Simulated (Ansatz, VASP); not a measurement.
**CoSi in VASP and in Ansatz**

```
Co Si
1.0
     0.00000    2.29239    2.29239
     2.29239    0.00000    2.29239
     2.29239    2.29239    0.00000
Co Si
1 1
Direct
  0.00000 0.00000 0.00000
  0.50000 0.50000 0.50000
```

Alike in both runs: task relaxation of cell and atoms; functional PBE; k mesh 15 × 15 × 15; occupations fermi-dirac, width 0.05 eV; no spin polarisation.

|  | VASP | Ansatz |
| --- | --- | --- |
| version | VASP 6.6.1 | Ansatz 0.2.0 |
| potentials or method | VASP PAW PBE potentials, release 64 (Co, Si) | PAW with Ansatz's default frozen-core files, scalar-relativistic |
| plane-wave cutoff (eV) | 600 | 420 |
| valence electrons in the cell | 13 | 21 |

VASP gave:

| Property | Result |
| --- | --- |
| relaxed volume (Å³/atom) | 12.67 |
| relaxed cell length with the largest relative difference (Å) | 3.296 |

**Question.** What did Ansatz give for the same quantities?

**Answer.** Relaxed volume (Å³/atom): 12.67; relaxed cell length with the largest relative difference (Å): 3.297.

VASP's potentials hold 13 valence electrons a cell and Ansatz's 21, so a difference there can come from the potentials and not from the codes.
